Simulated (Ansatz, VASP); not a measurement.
## One calculation of Al, two programs

```
Al
1.0
     2.85623    0.00000    0.00000
    -1.42811    2.47357    0.00000
     0.00000    0.00000   18.76850
Al
8
Cartesian
  0.0000 0.0000 0.0000
  0.0000 1.6490 2.3662
  0.0000 0.0000 4.7083
  1.4281 0.8245 7.0296
  0.0000 1.6490 9.3843
  1.4281 0.8245 11.7389
  0.0000 0.0000 14.0602
  0.0000 1.6490 16.4023
```

Alike in both runs: functional PBE; k mesh 18 × 18 × 3; occupations gaussian, width 0.1 eV; no spin polarisation.

Ansatz relaxed the structure, and its values are those at the end. VASP's run is a single point on that final structure, the one shown.

|  | VASP | Ansatz |
| --- | --- | --- |
| version | VASP 6.6.1 | Ansatz 0.2.0 |
| potentials or method | VASP PAW PBE potentials, release 64 (Al), cutoff 520 eV | scalar-relativistic, plane waves, PAW |
| valence electrons in the cell | 24 | 24 |

|  | VASP | Ansatz | Ansatz less VASP |
| --- | --- | --- | --- |
| gap on the k mesh at the Fermi level (eV) | none | none | - |
| pressure (GPa) | 0.0 | 0.0 | +0.04 |

A gap of «none» marks a metal or a gap that the smearing closes. The functional is the same, so the differences come from potentials, cutoffs and numerics.
